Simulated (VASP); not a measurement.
Wanted: the native input for a VASP 6.6.1 run.

```yaml
Task: dielectric tensor
Functional: PBEsol
Potentials_or_basis: VASP PAW PBE potentials, release 64 (Cs_sv, I, Sn_d)
Cutoff: 520 eV
k_mesh: 5 × 5 × 5
Occupations: gaussian, width 0.01 eV
Spin: no spin polarisation
Dipole_correction: no
Further_INCAR_settings: ALGO = Normal; EDIFF = 1e-08
```

The structure of CsSnI3 lies in POSCAR:

```
CsSnI3
1.0
    6.2057000000      0.0000000000      0.0000000000
    0.0000000000      6.2057000000      0.0000000000
    0.0000000000      0.0000000000      6.2057000000
Cs I Sn
1 3 1
Direct
    0.0000000000      0.0000000000      0.0000000000
    0.5000000000      0.5000000000      0.0000000000
    0.5000000000      0.0000000000      0.5000000000
    0.0000000000      0.5000000000      0.5000000000
    0.5000000000      0.5000000000      0.5000000000
```

The input as run:

INCAR

```
ALGO = Normal
EDIFF = 1E-8
ENCUT = 520
GGA = PS
ISIF = 2
ISMEAR = 0
LASPH = T
LCHARG = F
LEPSILON = T
LREAL = F
LWAVE = F
NELM = 60
PREC = Accurate
SIGMA = 0.01
```

KPOINTS

```
k-points
0
Gamma
  5 5 5
```

Potentials or basis: VASP PAW PBE potentials, release 64 (Cs_sv, I, Sn_d).

Run with:

```sh
$ cat potpaw_PBE.64/Cs_sv/POTCAR potpaw_PBE.64/I/POTCAR potpaw_PBE.64/Sn_d/POTCAR > POTCAR
$ mpirun -np 1 vasp_std > vasp.out
```

It gave:

| Property | Result |
| --- | --- |
| Band gap on the k mesh | 1.72 eV |
| Electronic dielectric tensor (diagonal) | 5.60 |
| Born charges (mean of the diagonal) | Cs +1.17; I -2.16; Sn +5.32 e |

Caveat: spin-orbit coupling is left out, which moves the levels of the heavy elements; an odd mesh through Γ misses points on the zone boundary, where band edges can lie.

Run time: 25 min on 1 thread of AMD EPYC 7R13 (shared host), peak memory 0.55 GiB.
